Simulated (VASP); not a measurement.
A run of VASP 6.6.1 is set up as follows.

File INCAR:

```
SYSTEM = ZnSn2N2
  ALGO = Normal
  EDIFF = 1E-7
  ENCUT = 520
  GGA = PE
  ISIF = 2
  ISMEAR = 0
  LASPH = .True.
  LCHARG = .False.
  LREAL = .False.
  LWAVE = .False.
  NBANDS = 33
  NELM = 100
  PREC = Accurate
  SIGMA = 0.1
```

File KPOINTS:

```
k-points
0
Gamma
  6 6 6
  0 0 0
```

POSCAR

```
ZnSn2N2
1.0
    2.6289385600      1.5178183900      4.1546453200
   -2.6289385600      1.5178183900      4.1546453200
    0.0000000000     -3.0356367700      4.1546453200
Zn Sn N
1 2 2
Direct
    0.0000000000      0.0000000000      0.0000000000
    0.6804684800      0.6804684800      0.6804684800
    0.3195315200      0.3195315200      0.3195315200
    0.8136094000      0.8136094000      0.8136094000
    0.1863906000      0.1863906000      0.1863906000
```

Potentials or basis: VASP PAW PBE potentials, release 64 (Zn, Sn_d, N).

The run is started by

```console
$ cat potpaw_PBE.64/Zn/POTCAR potpaw_PBE.64/Sn_d/POTCAR potpaw_PBE.64/N/POTCAR > POTCAR
$ mpirun -np 1 vasp_std > vasp.out
```

**Question.** What does it give for the largest force?

**Answer.** 14.145 eV/Å.

**Question.** Predict the pressure.

**Answer.** 23.9 GPa.

Stress tensor (GPa, compression positive):
```
10.85  0.00  0.00
 0.00 10.85  0.00
 0.00  0.00 50.08
```

Caveat: forces of over 1 eV/Å act on the atoms, so gaps and moduli don't describe the material at rest.
